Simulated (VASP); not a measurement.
The system is K.

```
K
1.0
    -2.69756    2.69756    2.69756
     2.69756   -2.69756    2.69756
     2.69756    2.69756   -2.69756
K
1
Direct
  0.00000 0.00000 0.00000
```

```yaml
Program: VASP 6.6.1
Task: relaxation of cell and atoms
Functional: PBEsol
Potentials_or_basis: VASP PAW PBE potentials, release 64 (K_sv)
Cutoff: 600 eV
k_mesh: 7 × 7 × 7
Occupations: fermi-dirac, width 0.05 eV
Spin: no spin polarisation
```

At the start: pressure -0.3 GPa; volume 78.52 Å³/atom.

How do energy, volume and symmetry change on relaxing?

Over 4 steps the energy falls by 8.2 meV/atom and the volume is 70.71 Å³/atom (-9.9 %); space group Im-3m (No. 229, to 0.05 Å).

The path:
```
step  energy change (eV)  largest force (eV/Å)  pressure (GPa)  volume (Å³)
   1              0.0000                0.0000           -0.32        78.52
   2             -0.0031                0.0000           -0.26        76.77
   3             -0.0079                0.0000           -0.07        72.33
   4             -0.0082                0.0000            0.01        70.71
```

Final structure:
```yaml
crystal:
  lattice:
    - [-2.60506, 2.60506, 2.60506]
    - [2.60506, -2.60506, 2.60506]
    - [2.60506, 2.60506, -2.60506]
  atoms:
    - { symbol: K, position: [0.00000, 0.00000, 0.00000] }
```

Caveat: the PAW data sets were made with another functional, which shifts forces and pressure a little.
